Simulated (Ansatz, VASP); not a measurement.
Two plane-wave programs on KF

INCAR

```
PREC = Accurate
ENCUT = 520
EDIFF = 1E-6
ISMEAR = 0
SIGMA = 0.05
LREAL = F
LASPH = T
NELM = 100
ALGO = Normal
ISIF = 2
LWAVE = F
LCHARG = F
GGA = CA
NBANDS = 15
```

Contents of KPOINTS:

```
regular mesh
0
Gamma
  8 8 8
```

The input POSCAR:

```
KF
1.0
    0.0000000000      2.5817196783      2.5817196783
    2.4913594896      0.0000000000      2.5817196783
    2.4913594896      2.5817196783      0.0000000000
K F
1 1
Direct
    0.0000000000      0.0000000000      0.0000000000
    0.5000000000      0.5000000000      0.5000000000
```

Input for Ansatz:

```yaml
crystal:
  lattice:
    - [0.0, 2.5817196783, 2.5817196783]
    - [2.4913594896, 0.0, 2.5817196783]
    - [2.4913594896, 2.5817196783, 0.0]
  atoms:
    - { symbol: K, position: [0.0, 0.0, 0.0] }
    - { symbol: F, position: [0.5, 0.5, 0.5] }
basis:
  ecutwfc: 520.0
kpoints:
  mp_grid: { grid: [8, 8, 8] }
hamiltonian:
  xc: lda
scf:
  occupations: { method: gaussian, width: 0.05 }
output:
  forces: true
  stress: true
  eigenvalues: true
```

Change from the starting cell: normal strain along x -0.0350, normal strain along z +0.0000.

Alike in both runs: task single point; functional LDA; k mesh 8 × 8 × 8; occupations gaussian, width 0.05 eV; no spin polarisation.

|  | VASP | Ansatz |
| --- | --- | --- |
| version | VASP 6.6.1 | Ansatz 0.2.0 |
| potentials or method | VASP PAW LDA potentials, release 64 (K_sv, F), cutoff 520 eV | scalar-relativistic, plane waves, PAW |
| valence electrons in the cell | 16 | 16 |

```csv
,VASP,Ansatz,Ansatz less VASP
gap on the k mesh at the Fermi level (eV),6.47,6.49,+0.020
least direct gap on the mesh (eV),6.47,6.49,+0.021
pressure (GPa),2.2,1.8,-0.32
"traceless stress, the component that is largest in VASP (GPa)",2.55,2.42,-0.125
```

LDA's correlation is that of Perdew and Zunger in VASP and of Perdew and Wang (1992) in Ansatz.
